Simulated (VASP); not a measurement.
A run of VASP 6.6.1 is set up as follows.

The input INCAR:

```
  PREC = Accurate
  ENCUT = 520
  EDIFF = 1E-7
  ISMEAR = -1
  SIGMA = 0.05
  LREAL = F
  LASPH = T
  NELM = 80
  ALGO = Normal
  ISIF = 2
  LWAVE = F
  LCHARG = F
  GGA = PE
  NBANDS = 10
```

KPOINTS

```
regular mesh
0
Gamma
  18 18 18
```

Contents of POSCAR:

```
Co
1.0
    0.0000000000      1.7566572351      1.7566572351
    1.7566572351      0.0000000000      1.7566572351
    1.7566572351      1.7566572351      0.0000000000
Co
1
Direct
    0.0000000000      0.0000000000      0.0000000000
```

Potentials or basis: VASP PAW PBE potentials, release 64 (Co).

Command:

```sh
$ cat potpaw_PBE.64/Co/POTCAR > POTCAR
$ mpirun -np 1 vasp_std > vasp.out
```

Problem. Estimate the pressure.

Solution. -11.9 GPa.

Caveat: the run has no spin polarisation, though such a crystal can be magnetic. Spin polarisation is off, so any magnetic state and its effect on volume and gap are missing.
